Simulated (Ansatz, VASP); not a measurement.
# MnF2 in VASP and in Ansatz

```xyz
3
Lattice="3.7734 0.0000 0.0000 -1.8867 3.2678 0.0000 0.0000 0.0000 2.7440" Properties=species:S:1:pos:R:3 pbc="T T T"
Mn    0.0000    0.0000    0.0000
F     0.0000    2.1785    1.3720
F     1.8867    1.0893    1.3720
```

Change from the starting cell: species swapped into the TiB2 type (P6/mmm, No. 191).

Alike in both runs: functional PBE; k mesh 6 × 6 × 6; occupations gaussian, width 0.1 eV; collinear spin.

Ansatz relaxed the structure, and its values are those at the end. VASP's run is a single point on that final structure, the one shown.

```csv
,VASP,Ansatz
version,VASP 6.6.1,Ansatz 0.2.0
potentials or method,"VASP PAW PBE potentials, release 64 (Mn_pv, F), cutoff 520 eV","scalar-relativistic, plane waves, PAW"
valence electrons in the cell,27,29
```

```csv
,VASP,Ansatz,Ansatz less VASP
gap on the k mesh at the Fermi level (eV),0.52,0.54,+0.029
least direct gap on the mesh (eV),1.09,1.11,+0.021
pressure (GPa),-0.3,0.1,+0.39
net moment per atom (μB),1.67,1.67,0.000
size of the moment on the site where the two differ most (μB),4.58,4.52,-0.058
```

Site moments also hang on the region over which each program counts them. VASP's potentials hold 27 valence electrons a cell and Ansatz's 29, so a difference there can come from the potentials and not from the codes.
